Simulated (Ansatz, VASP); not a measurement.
## One calculation of BiSe3, two programs

```
Bi Se
1.0
     4.55280    0.00000    0.00000
     0.00000    4.55280    0.00000
     0.00000    0.00000    4.55280
Bi Se
1 3
Cartesian
  0.0000 0.0000 0.0000
  0.0000 2.2764 2.2764
  2.2764 0.0000 2.2764
  2.2764 2.2764 0.0000
```

Change from the starting cell: species swapped into the ZrPt3 type (Pm-3m, No. 221).

Alike in both runs: functional PBE; k mesh 4 × 4 × 4; occupations gaussian, width 0.1 eV; no spin polarisation.

Ansatz relaxed the structure, and its values are those at the end. VASP's run is a single point on that final structure, the one shown.

|  | VASP | Ansatz |
| --- | --- | --- |
| version | VASP 6.6.1 | Ansatz 0.2.0 |
| potentials or method | VASP PAW PBE potentials, release 64 (Bi_d, Se), cutoff 520 eV | scalar-relativistic, plane waves, PAW |
| valence electrons in the cell | 33 | 63 |

|  | VASP | Ansatz | Ansatz less VASP |
| --- | --- | --- | --- |
| gap on the k mesh at the Fermi level (eV) | none | none | - |
| pressure (GPa) | 0.0 | 0.0 | 0.00 |

A gap of «none» marks a metal or a gap that the smearing closes. The functional is the same, so the differences come from potentials, cutoffs and numerics. VASP's potentials hold 33 valence electrons a cell and Ansatz's 63, so a difference there can come from the potentials and not from the codes.

Neither program's run includes spin-orbit coupling.
